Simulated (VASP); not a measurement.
Here is a VASP 6.6.1 calculation.

INCAR

```
  PREC = Accurate
  ENCUT = 500
  EDIFF = 1E-6
  ISMEAR = 0
  SIGMA = 0.1
  LREAL = F
  LASPH = T
  NELM = 120
  ALGO = Normal
  ISIF = 2
  LWAVE = F
  LCHARG = F
  GGA = PE
  NBANDS = 14
  GGA_COMPAT = F
```

File KPOINTS:

```
regular mesh
0
Gamma
  10 10 10
```

POSCAR

```
Rh
1.0
    0.0000000000      1.8978500000      1.8978500000
    1.8978500000      0.0000000000      1.8978500000
    1.8978500000      1.8978500000      0.0000000000
Rh
1
Direct
    0.0000000000      0.0000000000      0.0000000000
```

Potentials or basis: VASP PAW PBE potentials, release 64 (Rh_pv).

Run with:

```sh
$ cat potpaw_PBE.64/Rh_pv/POTCAR > POTCAR
$ mpirun -np 1 vasp_std > vasp.out
```

(1) Predict the pressure.

(2) Estimate the band gap on the k mesh.

Results:

(1) 7.6 GPa.

(2) zero (an odd number of electrons rules out a gap without spin polarisation).

Caveat: the cell stands under pressure.
